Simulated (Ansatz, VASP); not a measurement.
Two plane-wave programs on TiB2

```
CELL_PARAMETERS angstrom
3.02920 0.00000 0.00000
-1.51460 2.62336 0.00000
0.00000 0.00000 3.22840
ATOMIC_POSITIONS crystal
Ti 0.00000 0.00000 0.00000
B 0.33333 0.66667 0.50000
B 0.66667 0.33333 0.50000
```

Alike in both runs: task single point; functional PBE; k mesh 7 × 7 × 6; occupations fermi-dirac, width 0.1 eV; no spin polarisation.

|  | VASP | Ansatz |
| --- | --- | --- |
| version | VASP 6.6.1 | Ansatz 0.2.0 |
| potentials or method | VASP PAW PBE potentials, release 64 (Ti_sv, B) | plane waves, PAW |
| plane-wave cutoff (eV) | 520 | 420 |
| valence electrons in the cell | 18 | 18 |

```tsv
	VASP	Ansatz	Ansatz less VASP
pressure (GPa)	0.5	0.3	-0.21
traceless stress, the component that is largest in VASP (GPa)	-1.06	-1.09	-0.026
```

With one functional, cell and mesh, what is left measures potentials, basis and numerics.
